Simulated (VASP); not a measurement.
Write the native input for VASP 6.6.1 that does the following.

```yaml
Task: single point
Functional: PBEsol
Potentials_or_basis: VASP PAW PBE potentials, release 64 (Al, N)
Cutoff: 520 eV
k_mesh: 6 × 6 × 6
Occupations: gaussian, width 0.05 eV
Spin: no spin polarisation
Dipole_correction: no
Further_INCAR_settings: ALGO = Normal; EDIFF = 1e-06; NBANDS = 26
```

The structure of AlN lies in POSCAR:

```
AlN
1.0
    4.3771405283      0.0000000000      0.0000000000
    0.0000000000     -4.3771405283      0.0000000000
    0.0000000000      0.0000000000     -4.3771405283
Al N
4 4
Direct
   -0.0407094330     -0.0287859161     -0.0407094330
    0.5000000000      0.5000000000      0.0000000000
    0.5000000000      0.0000000000      0.5000000000
    0.0000000000      0.5000000000      0.5000000000
    0.7500000000      0.7500000000      0.7500000000
    0.2500000000      0.2500000000      0.7500000000
    0.2500000000      0.7500000000      0.2500000000
    0.7500000000      0.2500000000      0.2500000000
```

This cell differs from its parent crystal: atom 1 (Al) moved by -0.252 Å along [1 1 0] and +0.126 Å along [0 0 1].

The input as run:

INCAR

```
PREC     = Accurate       # precision mode
ENCUT    = 520            # plane-wave cutoff, eV
EDIFF    = 1E-6           # SCF threshold, eV
ISMEAR   = 0              # smearing method
SIGMA    = 0.05           # smearing width, eV
LREAL    = F              # projectors in reciprocal space
LASPH    = T              # aspherical terms in the spheres
NELM     = 80             # most SCF steps
ALGO     = Normal         # electronic algorithm
ISIF     = 2              # what is computed and relaxed
LWAVE    = F              # write WAVECAR
LCHARG   = T              # write CHGCAR
GGA      = PS             # functional
LELF     = T              # ELF
LVHAR    = T            
NBANDS   = 26             # bands
```

KPOINTS

```
Automatic mesh
0
Gamma
  6 6 6
```

Potentials or basis: VASP PAW PBE potentials, release 64 (Al, N).

Launch:

```sh
$ cat potpaw_PBE.64/Al/POTCAR potpaw_PBE.64/N/POTCAR > POTCAR
$ mpirun -np 1 vasp_std > vasp.out
```

It gave:

```yaml
Pressure: 4.0 GPa
Largest_force: 9.495 eV/Å
Band_gap_on_the_k_mesh: 2.49 eV, direct
```

Caveat: the cell differs from its parent crystal (atom 1 (Al) moved by -0.252 Å along [1 1 0] and +0.126 Å along [0 0 1]); the PAW data sets were made with another functional, which shifts forces and pressure a little.

Wall time 100 s on 1 thread of Intel(R) Xeon(R) Platinum 8259CL CPU @ 2.50GHz (Skylake/Cascade Lake), with other jobs on the host, peak memory 0.26 GiB.
